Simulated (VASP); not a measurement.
A run of VASP 6.6.1 is set up as follows.

The input INCAR:

```
SYSTEM = LiF
  ALGO = Normal
  EDIFF = 1E-6
  ENCUT = 520
  GGA = CA
  ISIF = 2
  ISMEAR = 0
  LASPH = .True.
  LCHARG = .False.
  LREAL = .False.
  LWAVE = .False.
  NBANDS = 12
  NELM = 100
  PREC = Accurate
  SIGMA = 0.05
```

The input KPOINTS:

```
k-points
0
Gamma
  10 10 10
  0 0 0
```

Contents of POSCAR:

```
LiF
1.0
    0.0000000000      2.1147000000      2.0140000000
    2.1147000000      0.0000000000      2.0140000000
    2.1147000000      2.1147000000      0.0000000000
Li F
1 1
Direct
    0.0000000000      0.0000000000      0.0000000000
    0.5000000000      0.5000000000      0.5000000000
```

Potentials or basis: VASP PAW LDA potentials, release 64 (Li_sv, F).

The run is started by

```sh
$ cat potpaw_LDA.64/Li_sv/POTCAR potpaw_LDA.64/F/POTCAR > POTCAR
$ mpirun -np 1 vasp_std > vasp.out
```

(1) Estimate the band gap on the k mesh.

Answers

(1) 7.97 eV, direct.

Caveat: the cell differs from its parent crystal (strain +0.050 along x and y, +0.000 along z).
